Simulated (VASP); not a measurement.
# GaH (P6mm) in VASP: single point with PBE

Aim: the single point of GaH with PBE.

Everything below comes from runs of VASP 6.6.1. Logs are shortened: lines on timing, memory, paths and dates and some standing lists are left out, and cuts for length are marked.

## 1. The cell of the first run

The typed cell holds 2 atoms: a = 2.789 Å, b = 2.789 Å, c = 3.528 Å, α = 90.00°, β = 90.00°, γ = 120.00°.

The cell was generated, and may not be a known phase.

## 2. Single point, PBE

Contents of INCAR:

```
ALGO = Normal ; EDIFF = 1E-6
ENCUT = 500 ; GGA = PE
GGA_COMPAT = False ; ISIF = 2
ISMEAR = 0 ; LASPH = True
LCHARG = True ; LELF = True
LREAL = False ; LVHAR = True
LWAVE = False ; NBANDS = 14
NELM = 120 ; PREC = Accurate
SIGMA = 0.15
```

Contents of KPOINTS:

```
k-points
0
Gamma
  5 5 5
```

Contents of POSCAR:

```
GaH
1.0
    2.7885976149      0.0000000023      0.0000000000
   -1.3942988095      2.4149963743      0.0000000000
    0.0000000000      0.0000000000      3.5284997211
Ga H
1 1
Direct
    0.0000000000      0.0000000000      0.2440625843
    0.0000000000      0.0000000000      0.7442206357
```

Potentials or basis: VASP PAW PBE potentials, release 64 (Ga_d, H).

The run is started by

```console
$ cat potpaw_PBE.64/Ga_d/POTCAR potpaw_PBE.64/H/POTCAR > POTCAR
$ mpirun -np 1 vasp_std > vasp.out
```

OUTCAR:

```text
EDIFF = 1E-6
   ENCUT = 500
   GGA = PE
   ISIF = 2
   ISMEAR = 0
   LASPH = True
   LREAL = False
   NELM = 120
   PREC = Accurate

 ion  position               nearest neighbor table
   1  0.000  0.000  0.244-   2 1.76   2 1.76
   2  0.000  0.000  0.744-   1 1.76   1 1.76

  LATTYP: Found a hexagonal cell.
 ALAT       =     2.7885976149
 C/A-ratio  =     1.2653312555

  Lattice vectors:

 A1 = (   2.7885976149,   0.0000000023,   0.0000000000)
 A2 = (  -1.3942988095,   2.4149963743,   0.0000000000)
 A3 = (   0.0000000000,   0.0000000000,   3.5284997211)

Analysis of symmetry for initial positions (statically):
=====================================================================
 Subroutine PRICEL returns:
 Original cell was already a primitive cell.

 Routine SETGRP: Setting up the symmetry group for a
 hexagonal supercell.

 Subroutine GETGRP returns: Found 12 space group operations
 (whereof 12 operations were pure point group operations)
 out of a pool of 24 trial point group operations.

The static configuration has the point symmetry C_6v.

Analysis of symmetry for dynamics (positions and initial velocities):
=====================================================================
 Subroutine PRICEL returns:
 Original cell was already a primitive cell.

 Routine SETGRP: Setting up the symmetry group for a
 hexagonal supercell.

 Subroutine GETGRP returns: Found 12 space group operations
 (whereof 12 operations were pure point group operations)
 out of a pool of 24 trial point group operations.

The dynamic configuration has the point symmetry C_6v.

 Subroutine INISYM returns: Found 12 space group operations
 (whereof 12 operations are pure point group operations),
 and found     1 'primitive' translations

----------------------------------------------------------------------------------------

                                     Primitive cell

  volume of cell :      23.7625

  direct lattice vectors                    reciprocal lattice vectors
     2.788597615  0.000000002  0.000000000     0.358603190  0.207039649  0.000000000
    -1.394298809  2.414996374  0.000000000    -0.000000000  0.414079296  0.000000000
     0.000000000  0.000000000  3.528499721     0.000000000  0.000000000  0.283406569

  length of vectors
     2.788597615  2.788597615  3.528499721     0.414079296  0.414079296  0.283406569

  position of ions in fractional coordinates (direct lattice)
     0.000000000  0.000000000  0.244062584
     0.000000000  0.000000000  0.744220636

  ion indices of the primitive-cell ions
   primitive index   ion index
                 1           1
[... 75 lines left out ...]
   NUPDOWN=      -1.0000    fix difference up-down
   EMIN   =  10.00;   EMAX   =-10.00  energy-range for DOS
   EFERMI =   0.00;   METHOD = LEGACY
   ISMEAR =     0;   SIGMA  =   0.15  broadening in eV -4-tet -1-fermi 0-gaus
   EFERMI_NEDOS =   21; number of points for ismear=-14 and -15
   IALGO  =     38    algorithm
   IMIX   =      4    mixing-type and parameters
     AMIX     =   0.40;   BMIX     =  1.00
     AMIX_MAG =   1.60;   BMIX_MAG =  1.00
  volume/ion in A,a.u.               =      11.88        80.18
  Fermi-wavevector in a.u.,A,eV,Ry     =   1.372419  2.593496 25.627032  1.883534
  Thomas-Fermi vector in A             =   2.498028
   LORBIT       =      0    0 simple, 1 ext, 2 COOP (PROOUT), +10 PAW based schemes
   GGA     = PE    functional components
   LHFCALC =     F    Hartree Fock is set to
   AEXX    =    0.0000 exact exchange contribution
   IVDW    =     0    specifies the selected vdW correction
   LEPSILON=     F    determine dielectric tensor
   LRPA    =     F    only Hartree local field effects (RPA)
 non-spin polarized calculation
 Gauss-broadening in eV      SIGMA  =   0.15
  energy-cutoff  :      500.00
  volume of cell :       23.76
 maximum number of plane-waves:       613
   NGX = 11   NGY = 11   NGZ = 13

 number of electron      14.0000008 magnetization

 Free energy of the ion-electron system (eV)
  ---------------------------------------------------
  ext. energy  EPLUGINS =         0.00000000
  ---------------------------------------------------
  free energy    TOTEN  =        -5.95827214 eV

  energy without entropy =       -5.95572752  energy(sigma->0) =       -5.95699983

 E-fermi :   4.2045     XC(G=0): -10.3617

 val. band max:        2.8918720704   @ k =   0.4000   0.2000   0.4000
 cond. band min:       4.3071171891   @ k =   0.2000   0.2000   0.0000
 fundamental gap:      1.4152451187
 Fermi energy:         4.2045002431

 k-point     1 :       0.0000    0.0000    0.0000
  band No.  band energies     occupation
      1     -11.1511      2.00000
      2     -10.9209      2.00000
      3     -10.9209      2.00000
      4     -10.6876      2.00000
      5     -10.6876      2.00000
      6      -7.1861      2.00000
      7       4.7714      0.00000
      8       5.5101      0.00000
      9      17.0955      0.00000
     10      17.0955      0.00000
     11      18.7737      0.00000
     12      21.7266      0.00000
     13      21.8654      0.00000
     14      21.8654      0.00000
[... 224 lines left out ...]
      1     -10.9753      2.00000
      2     -10.8974      2.00000
      3     -10.7958      2.00000
      4     -10.7418      2.00000
      5     -10.6985      2.00000
      6      -0.3421      2.00000
      7       2.7861      2.00000
      8       2.8919      2.00000
      9       7.8295      0.00000
     10       9.1075      0.00000
     11      12.8416      0.00000
     12      20.6227      0.00000
     13      24.2361      0.00000
     14      26.8093      0.00000

------------------------ aborting loop because EDIFF is reached ----------------------------------------

  FORCE on cell =-STRESS in cart. coord.  units (eV):
  Direction    XX          YY          ZZ          XY          YZ          ZX
  --------------------------------------------------------------------------------------
  -------------------------------------------------------------------------------------
  Total       -0.0012407     -0.0012407     -0.0175458      0.0000000      0.0000000      0.0000000
  in kB       -0.0836566     -0.0836566     -1.1830153      0.0000000      0.0000000      0.0000000
  external PRESSURE =      -0.4501095 kB  Pullay stress =       0.0000000 kB

 VOLUME and BASIS-vectors are now :
 -----------------------------------------------------------------------------
  energy-cutoff  :      500.00
  volume of cell :       23.76
      direct lattice vectors                 reciprocal lattice vectors
     2.788597615  0.000000002  0.000000000     0.358603190  0.207039649  0.000000000
    -1.394298809  2.414996374  0.000000000    -0.000000000  0.414079296  0.000000000
     0.000000000  0.000000000  3.528499721     0.000000000  0.000000000  0.283406569

 POSITION                                       TOTAL-FORCE (eV/Angst)
 -----------------------------------------------------------------------------------
      0.00000      0.00000      0.86117         0.000000     -0.000000      0.004237
      0.00000      0.00000      2.62598        -0.000000      0.000000     -0.004237
 -----------------------------------------------------------------------------------
    total drift:                                0.000000      0.000000      0.000434

  FREE ENERGIE OF THE ION-ELECTRON SYSTEM (eV)
  ---------------------------------------------------
  free  energy   TOTEN  =        -5.9582721354 eV

  energy  without entropy=       -5.9557275210  energy(sigma->0) =       -5.95699983
```

OSZICAR:

```text
N       E                     dE             d eps       ncg     rms          rms(c)
DAV:   1     0.569209055658E+02    0.56921E+02   -0.65402E+03   420   0.174E+03
DAV:   2    -0.253098234251E+01   -0.59452E+02   -0.56124E+02   468   0.290E+02
DAV:   3    -0.609010187336E+01   -0.35591E+01   -0.35533E+01   474   0.525E+01
DAV:   4    -0.613052803500E+01   -0.40426E-01   -0.40424E-01   486   0.595E+00
DAV:   5    -0.613091926510E+01   -0.39123E-03   -0.39120E-03   500   0.584E-01    0.252E+00
DAV:   6    -0.598089050169E+01    0.15003E+00   -0.17565E-01   532   0.651E+00    0.119E+00
DAV:   7    -0.595697313771E+01    0.23917E-01   -0.66556E-02   514   0.217E+00    0.260E-01
DAV:   8    -0.595800165168E+01   -0.10285E-02   -0.99447E-03   462   0.108E+00    0.114E-01
DAV:   9    -0.595824196423E+01   -0.24031E-03   -0.50582E-04   520   0.180E-01    0.171E-02
DAV:  10    -0.595826967947E+01   -0.27715E-04   -0.34294E-05   498   0.404E-02    0.802E-03
DAV:  11    -0.595827219246E+01   -0.25130E-05   -0.54739E-06   504   0.211E-02    0.141E-03
DAV:  12    -0.595827213536E+01    0.57101E-07   -0.14248E-07   336   0.359E-03
   1 F= -.59582721E+01 E0= -.59569998E+01  d E =-.254461E-02
```

It took 4.2 s on 1 thread of AMD EPYC 7R13 (Zen 3), shared host; peak memory 0.1 GiB.

Results:

- Free energy: -5.9583 eV
- Pressure: 0.0 GPa
- Largest force: 0.004 eV/Å
- Band gap on the k mesh: zero (bands 7 and 8 overlap by 2.14 eV)

Forces in eV/Å, atoms in the order of the input:
```
Ga   0.000  0.000  0.004
H    0.000  0.000 -0.004
```

Caveat: the k points lie up to 0.52 Å⁻¹ apart, too coarse for converged energies and pressures of a metal.

The gap in the log of VASP goes by the Fermi energy; the results here count the filled bands.